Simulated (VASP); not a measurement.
# KTaO3 (Pm-3m) in VASP: a series of runs, part 2 of 2

VASP 6.6.1. Earlier steps stand in the parts before.

### 3 Single point, LDA

This run uses another cell than the first one, of 13.45 Å³/atom.

Contents of INCAR:

```
SYSTEM = KTaO3
  PREC = Accurate
  ENCUT = 520
  EDIFF = 1E-6
  ISMEAR = -1
  SIGMA = 0.05
  LREAL = .FALSE.
  LASPH = .TRUE.
  NELM = 100
  ALGO = Normal
  ISIF = 2
  LWAVE = .FALSE.
  LCHARG = .FALSE.
  GGA = CA
  NBANDS = 27
```

Contents of KPOINTS:

```
regular mesh
0
G
  7 7 7
  0 0 0
```

Contents of POSCAR:

```
KTaO3
1.0
    4.0665218197      0.0000000000      0.0000000000
    0.0000000000      4.0665218197      0.0000000000
    0.0000000000      0.0000000000      4.0665218197
Ta K O
1 1 3
Direct
    0.0000000000      0.0000000000      0.0000000000
    0.5000000000      0.5000000000      0.5000000000
    0.0000000000      0.0000000000      0.5000000000
    0.0000000000      0.5000000000      0.0000000000
    0.5000000000      0.0000000000      0.0000000000
```

Potentials or basis: VASP PAW LDA potentials, release 64 (Ta_pv, K_sv, O).

Started as:

```sh
$ cat potpaw_LDA.64/Ta_pv/POTCAR potpaw_LDA.64/K_sv/POTCAR potpaw_LDA.64/O/POTCAR > POTCAR
$ mpirun -np 1 vasp_std > vasp.out
```

OUTCAR:

```text
SYSTEM = KTaO3
   PREC = Accurate
   ENCUT = 520
   EDIFF = 1E-6
   ISMEAR = -1
   LREAL = .FALSE.
   LASPH = .TRUE.
   NELM = 100
   ISIF = 2
   GGA = CA

 ion  position               nearest neighbor table
   1  0.000  0.000  0.000-   3 2.03   4 2.03   5 2.03   3 2.03   4 2.03   5 2.03   2 3.52   2 3.52
                             2 3.52   2 3.52   2 3.52   2 3.52   2 3.52   2 3.52
   2  0.500  0.500  0.500-   3 2.88   4 2.88   5 2.88   4 2.88   5 2.88   3 2.88   5 2.88   5 2.88
                             3 2.88   4 2.88   4 2.88   3 2.88   1 3.52   1 3.52   1 3.52   1 3.52
   3  0.000  0.000  0.500-   1 2.03   1 2.03   2 2.88   2 2.88   2 2.88   2 2.88
   4  0.000  0.500  0.000-   1 2.03   1 2.03   2 2.88   2 2.88   2 2.88   2 2.88
   5  0.500  0.000  0.000-   1 2.03   1 2.03   2 2.88   2 2.88   2 2.88   2 2.88

  LATTYP: Found a simple cubic cell.
 ALAT       =     4.0665218197

  Lattice vectors:

 A1 = (   4.0665218197,   0.0000000000,   0.0000000000)
 A2 = (   0.0000000000,   4.0665218197,   0.0000000000)
 A3 = (   0.0000000000,   0.0000000000,   4.0665218197)

Analysis of symmetry for initial positions (statically):
=====================================================================
 Subroutine PRICEL returns:
 Original cell was already a primitive cell.

 Routine SETGRP: Setting up the symmetry group for a
 simple cubic supercell.

 Subroutine GETGRP returns: Found 48 space group operations
 (whereof 48 operations were pure point group operations)
 out of a pool of 48 trial point group operations.

The static configuration has the point symmetry O_h .

Analysis of symmetry for dynamics (positions and initial velocities):
=====================================================================
 Subroutine PRICEL returns:
 Original cell was already a primitive cell.

 Routine SETGRP: Setting up the symmetry group for a
 simple cubic supercell.

[... 123 lines left out ...]
   IMIX   =      4    mixing-type and parameters
     AMIX     =   0.40;   BMIX     =  1.00
     AMIX_MAG =   1.60;   BMIX_MAG =  1.00
  volume/ion in A,a.u.               =      13.45        90.76
  Fermi-wavevector in a.u.,A,eV,Ry     =   1.353463  2.557673 24.923982  1.831861
  Thomas-Fermi vector in A             =   2.480716
   LORBIT       =      0    0 simple, 1 ext, 2 COOP (PROOUT), +10 PAW based schemes
   GGA     = CA    functional components
   LHFCALC =     F    Hartree Fock is set to
   AEXX    =    0.0000 exact exchange contribution
   IVDW    =     0    specifies the selected vdW correction
   LEPSILON=     F    determine dielectric tensor
   LRPA    =     F    only Hartree local field effects (RPA)
 non-spin polarized calculation
  energy-cutoff  :      520.00
  volume of cell :       67.25
 maximum number of plane-waves:      1839
 NGX is ok and might be reduce to    30
   NGX = 15   NGY = 15   NGZ = 15

 number of electron      37.9999984 magnetization

 Free energy of the ion-electron system (eV)
  ---------------------------------------------------
  ext. energy  EPLUGINS =         0.00000000
  ---------------------------------------------------
  free energy    TOTEN  =       -44.81400210 eV

  energy without entropy =      -44.81400210  energy(sigma->0) =      -44.81400210

 E-fermi :   2.0897     XC(G=0): -11.1342

 val. band max:        1.0707535961   @ k =   0.4286   0.4286   0.4286
 cond. band min:       3.0262736330   @ k =   0.0000   0.0000   0.0000
 fundamental gap:      1.9555200369
 Fermi energy:         2.0896970575

 k-point     1 :       0.0000    0.0000    0.0000
  band No.  band energies     occupation
      1     -33.0395      2.00000
      2     -33.0395      2.00000
      3     -33.0395      2.00000
      4     -25.7955      2.00000
      5     -15.9206      2.00000
      6     -15.2028      2.00000
[... 589 lines left out ...]
     26      11.4819      0.00000
     27      12.5348      0.00000

------------------------ aborting loop because EDIFF is reached ----------------------------------------

  FORCE on cell =-STRESS in cart. coord.  units (eV):
  Direction    XX          YY          ZZ          XY          YZ          ZX
  --------------------------------------------------------------------------------------
  -------------------------------------------------------------------------------------
  Total       -6.0905085     -6.0905085     -6.0905085      0.0000000     -0.0000000     -0.0000000
  in kB     -145.1091568   -145.1091568   -145.1091568      0.0000000     -0.0000000     -0.0000000
  external PRESSURE =    -145.1091568 kB  Pullay stress =       0.0000000 kB

 VOLUME and BASIS-vectors are now :
 -----------------------------------------------------------------------------
  energy-cutoff  :      520.00
  volume of cell :       67.25
      direct lattice vectors                 reciprocal lattice vectors
     4.066521820  0.000000000  0.000000000     0.245910398  0.000000000  0.000000000
     0.000000000  4.066521820  0.000000000     0.000000000  0.245910398  0.000000000
     0.000000000  0.000000000  4.066521820     0.000000000  0.000000000  0.245910398

 POSITION                                       TOTAL-FORCE (eV/Angst)
 -----------------------------------------------------------------------------------
      0.00000      0.00000      0.00000         0.000000      0.000000      0.000000
      2.03326      2.03326      2.03326         0.000000      0.000000      0.000000
      0.00000      0.00000      2.03326         0.000000      0.000000      0.000000
      0.00000      2.03326      0.00000         0.000000      0.000000      0.000000
      2.03326      0.00000      0.00000         0.000000      0.000000      0.000000
 -----------------------------------------------------------------------------------
    total drift:                                0.000000     -0.000000      0.000000

  FREE ENERGIE OF THE ION-ELECTRON SYSTEM (eV)
  ---------------------------------------------------
  free  energy   TOTEN  =       -44.8140021010 eV

  energy  without entropy=      -44.8140021002  energy(sigma->0) =      -44.81400210
```

OSZICAR:

```text
N       E                     dE             d eps       ncg     rms          rms(c)
DAV:   1     0.312681080092E+03    0.31268E+03   -0.20356E+04  1080   0.140E+03
DAV:   2    -0.333190019892E+02   -0.34600E+03   -0.33366E+03  1260   0.407E+02
DAV:   3    -0.526832477400E+02   -0.19364E+02   -0.19274E+02  1578   0.911E+01
DAV:   4    -0.533568404762E+02   -0.67359E+00   -0.67232E+00  1720   0.115E+01
DAV:   5    -0.533610411439E+02   -0.42007E-02   -0.41999E-02  1457   0.895E-01    0.303E+01
DAV:   6    -0.452977286990E+02    0.80633E+01   -0.35731E+01  1262   0.383E+01    0.118E+01
DAV:   7    -0.449428095626E+02    0.35492E+00   -0.24145E+00  1353   0.934E+00    0.831E+00
DAV:   8    -0.448481415652E+02    0.94668E-01   -0.55157E-01  1314   0.587E+00    0.278E+00
DAV:   9    -0.448168291320E+02    0.31312E-01   -0.53738E-02  1252   0.182E+00    0.412E-01
DAV:  10    -0.448143500757E+02    0.24791E-02   -0.21312E-02  1443   0.888E-01    0.186E-01
DAV:  11    -0.448140534600E+02    0.29662E-03   -0.28870E-03  1379   0.306E-01    0.640E-02
DAV:  12    -0.448140088286E+02    0.44631E-04   -0.14092E-04  1374   0.982E-02    0.246E-02
DAV:  13    -0.448140021730E+02    0.66556E-05   -0.33592E-05  1455   0.348E-02    0.541E-03
DAV:  14    -0.448140021010E+02    0.71999E-07   -0.19901E-06  1125   0.114E-02
   1 F= -.44814002E+02 E0= -.44814002E+02  d E =-.734392E-09
```

stdout:

```text
POSCAR found type information on POSCAR TaK O
 POSCAR found :  3 types and       5 ions
 scaLAPACK will be used
 LDA part: xc-table for (Slater(with rela. corr.)+CA(PZ))
 , standard interpolation
 POSCAR, INCAR and KPOINTS ok, starting setup
 FFT: planning ... GRIDC
 FFT: planning ... GRID_SOFT
 FFT: planning ... GRID
 WAVECAR not read
 entering main loop
```

Wall time 52 s (1 thread of Intel Xeon 8259CL, shared host); peak memory 0.17 GiB.

Results:

* Free energy: -44.8140 eV
* Pressure: -14.5 GPa
* Band gap on the k mesh: 1.96 eV (least direct gap 2.55 eV)

Caveat: the cell stands under tension; spin-orbit coupling is left out, which moves the levels of the heavy elements; an odd mesh through Γ misses points on the zone boundary, where band edges can lie.

### 4 Relaxation of cell and atoms, PBEsol

This run uses another cell than the first one, of 12.69 Å³/atom.

Contents of INCAR:

```
PREC = Accurate ; ENCUT = 600
EDIFF = 1E-7 ; ISMEAR = -1
SIGMA = 0.05 ; LREAL = False
LASPH = True ; NELM = 100
ALGO = Normal ; ISIF = 3
LWAVE = False ; LCHARG = False
GGA = PS ; IBRION = 2
NSW = 60 ; EDIFFG = -0.01
```

Contents of KPOINTS:

```
Automatic mesh
0
Gamma
  7 7 7
```

Changes to POSCAR since step 3:

```diff
@@ -2,5 +2,5 @@
 1.0
-    4.0665218197      0.0000000000      0.0000000000
-    0.0000000000      4.0665218197      0.0000000000
-    0.0000000000      0.0000000000      4.0665218197
+    3.9883000000      0.0000000000      0.0000000000
+    0.0000000000      3.9883000000      0.0000000000
+    0.0000000000      0.0000000000      3.9883000000
 Ta K O
```

Potentials or basis: VASP PAW PBE potentials, release 64 (Ta_pv, K_sv, O).

Started as:

```sh
$ cat potpaw_PBE.64/Ta_pv/POTCAR potpaw_PBE.64/K_sv/POTCAR potpaw_PBE.64/O/POTCAR > POTCAR
$ mpirun -np 1 vasp_std > vasp.out
```

Run time: 97 s. Hardware: 1 thread of Intel Xeon 8259CL, shared host; peak memory 0.21 GiB.

The run converged. Its results:

| Item | Value |
| --- | --- |
| Free energy | -42.9283 eV |
| Relaxed volume | 12.70 Å³/atom |
| Relaxed cell | a = 3.989 Å, b = 3.989 Å, c = 3.989 Å, α = 90.00°, β = 90.00°, γ = 90.00° |
| Space group after relaxing (to 0.1 Å) | Pm-3m (No. 221) |
| Energy gained by relaxing | 0.0 meV/atom |
| Ionic steps | 3 |
| Pressure after relaxing | 0.0 GPa |
| Band gap on the k mesh | 2.14 eV (least direct gap 2.71 eV) |

Final structure:
```yaml
crystal:
  lattice:
    - [3.98913, 0.00000, 0.00000]
    - [0.00000, 3.98913, 0.00000]
    - [0.00000, 0.00000, 3.98913]
  atoms:
    - { symbol: Ta, position: [0.00000, 0.00000, 0.00000] }
    - { symbol: K, position: [0.50000, 0.50000, 0.50000] }
    - { symbol: O, position: [0.00000, 0.00000, 0.50000] }
    - { symbol: O, position: [0.00000, 0.50000, 0.00000] }
    - { symbol: O, position: [0.50000, 0.00000, 0.00000] }
```

Levels at points of the mesh, in eV from the valence-band top:
| k point | band 16 | band 17 | band 18 | band 19 | band 20 | band 21 | band 22 | band 23 |
| --- | --- | --- | --- | --- | --- | --- | --- | --- |
| (0.00, 0.00, 0.00) | -1.01 | -0.56 | -0.56 | -0.56 | 2.14 | 2.14 | 2.14 | 6.50 |

Caveat: the PAW data sets were made with another functional, which shifts forces and pressure a little; spin-orbit coupling is left out, which moves the levels of the heavy elements; an odd mesh through Γ misses points on the zone boundary, where band edges can lie.

### 5 Single point, PBE

This run uses another cell than the first one, of 12.69 Å³/atom.

Contents of INCAR:

```
SYSTEM = KTaO3
  PREC = Accurate
  ENCUT = 520
  EDIFF = 1E-6
  ISMEAR = -1
  SIGMA = 0.05
  LREAL = .FALSE.
  LASPH = .TRUE.
  NELM = 80
  ALGO = Normal
  ISIF = 2
  LWAVE = .FALSE.
  LCHARG = .FALSE.
  GGA = PE
  NBANDS = 27
```

Contents of KPOINTS:

```
regular mesh
0
G
  12 12 12
  0 0 0
```

POSCAR is that of step 4.

Started as:

```sh
$ cat potpaw_PBE.64/Ta_pv/POTCAR potpaw_PBE.64/K_sv/POTCAR potpaw_PBE.64/O/POTCAR > POTCAR
$ mpirun -np 1 vasp_std > vasp.out
```

Wall time 3 min (1 thread of Intel Xeon 8259CL, shared host); peak memory 0.27 GiB.

The run converged. Its results:

- Free energy: -41.0300 eV
- Pressure: 6.1 GPa
- Band gap on the k mesh: 2.18 eV (least direct gap 2.80 eV)

Levels at points of the mesh, in eV from the valence-band top:
```
           k point  band 16  band 17  band 18  band 19  band 20  band 21  band 22  band 23
(0.00, 0.00, 0.00)    -1.06    -0.62    -0.62    -0.62     2.18     2.18     2.18     6.63
(0.50, 0.00, 0.00)    -2.13    -1.51    -0.85    -0.85     2.33     5.02     5.02     6.80
(0.50, 0.50, 0.00)    -1.65    -1.43    -1.43    -0.04     5.06     5.06     6.34     7.67
(0.50, 0.50, 0.50)    -3.91     0.00     0.00     0.00     6.48     6.48     6.48     8.91
```

Caveat: the cell stands under pressure; spin-orbit coupling is left out, which moves the levels of the heavy elements.

### 6 Summary

```csv
task,level,potentials or basis,cell,k mesh,cutoff (eV),gap on the mesh (eV),pressure (GPa)
single point,LDA,"VASP PAW LDA potentials, release 64 (Ta_pv, K_sv, O)","a = 4.041 Å, 5 atoms",7 × 7 × 7,520,2.00,-11.5
single point,LDA,"VASP PAW LDA potentials, release 64 (Ta_pv, K_sv, O)","a = 4.067 Å, 5 atoms",7 × 7 × 7,520,1.96,-14.5
relaxation of cell and atoms,PBEsol,"VASP PAW PBE potentials, release 64 (Ta_pv, K_sv, O)","relaxed from a = 3.988 Å, 5 atoms",7 × 7 × 7,600,2.14,0.0
single point,PBE,"VASP PAW PBE potentials, release 64 (Ta_pv, K_sv, O)","a = 3.988 Å, 5 atoms",12 × 12 × 12,520,2.18,6.1
```

Alike in all rows: no spin polarisation; smearing fermi-dirac 0.05 eV.

Caveats: spin-orbit coupling is left out, which moves the levels of the heavy elements; an odd mesh through Γ misses points on the zone boundary, where band edges can lie (at least some runs); the cell stands under tension (at least some runs); the PAW data sets were made with another functional, which shifts forces and pressure a little (at least some runs); the cell stands under pressure (at least some runs).

Total energies depend on the potentials used, so only differences within one code and one set of settings carry meaning.
